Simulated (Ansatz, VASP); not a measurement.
## Two plane-wave programs on Ti2AlN3

```xyz
6
Lattice="2.9595 0.0000 0.0000 -1.4797 2.5630 0.0000 0.0000 0.0000 7.3089" Properties=species:S:1:pos:R:3 pbc="T T T"
Ti    0.0000    1.7087    1.1790
Ti    1.4797    0.8543    6.1299
Al    0.0000    0.0000    3.6545
N     1.4797    0.8543    2.5154
N     0.0000    1.7087    4.7935
N     0.0000    0.0000    0.0000
```

Alike in both runs: functional PBE; k mesh 6 × 6 × 2; occupations gaussian, width 0.1 eV; collinear spin.

Ansatz relaxed the structure, and its values are those at the end. VASP's run is a single point on that final structure, the one shown.

|  | VASP | Ansatz |
| --- | --- | --- |
| version | VASP 6.6.1 | Ansatz 0.2.0 |
| potentials or method | VASP PAW PBE potentials, release 64 (Ti_sv, Al, N), cutoff 520 eV | scalar-relativistic, plane waves, PAW |
| valence electrons in the cell | 42 | 42 |

```csv
,VASP,Ansatz,Ansatz less VASP
gap on the k mesh at the Fermi level (eV),none,none,-
pressure (GPa),0.4,0.2,-0.20
rms of the force components (eV/Å),0.014,0.004,-0.0106
net moment per atom (μB),0.00,0.00,0.000
```

A gap of «none» marks a metal or a gap that the smearing closes. Ansatz's warnings: seeded moment not kept.

The k mesh is coarse, so the values compare programs but aren't converged.
